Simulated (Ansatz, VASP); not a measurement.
# Ge in VASP and in Ansatz

INCAR

```
PREC = Accurate ; ENCUT = 520
EDIFF = 1E-7 ; ISMEAR = 0
SIGMA = 0.15 ; LREAL = F
LASPH = T ; NELM = 80
ALGO = Normal ; ISIF = 2
LWAVE = F ; LCHARG = F
GGA = PS ; NBANDS = 13
```

The input KPOINTS:

```
Automatic mesh
0
Gamma
  20 20 18
```

POSCAR

```
Ge
1.0
    1.4670064500     -2.7305418000      0.0000000000
    1.4670064500      2.7305418000      0.0000000000
    0.0000000000      0.0000000000      2.6307752250
Ge
1
Direct
    0.5000000000      0.5000000000      0.0000000000
```

Input for Ansatz:

```yaml
crystal:
  lattice:
    - [1.46700645, -2.7305418, 0.0]
    - [1.46700645, 2.7305418, 0.0]
    - [0.0, 0.0, 2.630775225]
  atoms:
    - { symbol: Ge, position: [0.5, 0.5, 0.0] }
basis:
  ecutwfc: 420
kpoints:
  mp_grid: { grid: [20, 20, 18] }
hamiltonian:
  xc: pbesol
scf:
  occupations: { method: gaussian, width: 0.15 }
output:
  forces: true
  stress: true
  eigenvalues: true
```

Change from the starting cell: strain +0.050 along x and y, -0.025 along z, atoms carried along.

Alike in both runs: task single point; functional PBEsol; k mesh 20 × 20 × 18; occupations gaussian, width 0.15 eV; no spin polarisation.

|  | VASP | Ansatz |
| --- | --- | --- |
| version | VASP 6.6.1 | Ansatz 0.2.0 |
| potentials or method | VASP PAW PBE potentials, release 64 (Ge_d), cutoff 520 eV | scalar-relativistic, plane waves, PAW |
| valence electrons in the cell | 14 | 14 |

|  | VASP | Ansatz | Ansatz less VASP |
| --- | --- | --- | --- |
| gap on the k mesh at the Fermi level (eV) | none | none | - |
| pressure (GPa) | -7.1 | -7.0 | +0.04 |
| traceless stress, the component that is largest in VASP (GPa) | 6.30 | 6.33 | +0.031 |

VASP's potentials were made for PBE, not for PBEsol. A gap of «none» marks a metal or a gap that the smearing closes. With one functional, cell and mesh, what is left measures potentials, basis and numerics.
